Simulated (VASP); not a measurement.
# HfO2: single point with PBE

The system is HfO2.

```xyz
3
Lattice="0.0000 2.5488 2.5488 2.6253 0.0000 2.5488 2.6253 2.5488 0.0000" Properties=species:S:1:pos:R:3 pbc="T T T"
Hf    0.0000    0.0000    0.0000
O     1.3126    1.2744    1.2744
O     3.9379    3.8232    3.8232
```

This cell differs from its parent crystal: strain +0.0300 x Voigt [1, 0, 0, 0, 0, 0].

| Item | Value |
| --- | --- |
| Program | VASP 6.6.1 |
| Task | single point |
| Functional | PBE |
| Potentials or basis | VASP PAW PBE potentials, release 64 (Hf_pv, O) |
| Cutoff | 520 eV |
| k mesh | 8 × 8 × 8 |
| Occupations | gaussian, width 0.05 eV |
| Spin | no spin polarisation |

The pressure is -10.1 GPa and the band gap on the k mesh is 3.46 eV, indirect (least direct gap 3.53 eV).

Stress tensor (GPa, compression positive):
```
-18.89   0.00   0.00
  0.00  -5.78   0.00
  0.00   0.00  -5.78
```

Levels at points of the mesh, in eV from the valence-band top:
```tsv
k point	band 8	band 9	band 10	band 11	band 12	band 13	band 14	band 15
(0.00, 0.00, 0.00)	-5.16	-0.94	-0.56	-0.56	3.46	3.79	5.40	9.69
(0.50, 0.00, 0.00)	-3.08	-2.74	-1.90	-1.86	4.26	4.39	6.43	8.77
(0.50, 0.50, 0.00)	-3.39	-1.85	-1.35	0.00	3.53	5.18	6.25	7.59
(0.00, 0.50, 0.50)	-3.44	-1.47	-1.47	-0.30	3.56	5.14	5.82	7.53
```

It took 18 s on 1 thread of AMD EPYC 9R45 96-Core Processor (Zen 5), on a shared host, peak memory 0.15 GiB.

Caveat: the cell differs from its parent crystal (strain +0.0300 x Voigt [1, 0, 0, 0, 0, 0]); spin-orbit coupling is left out, which moves the levels of the heavy elements. A k mesh can miss the band edges.
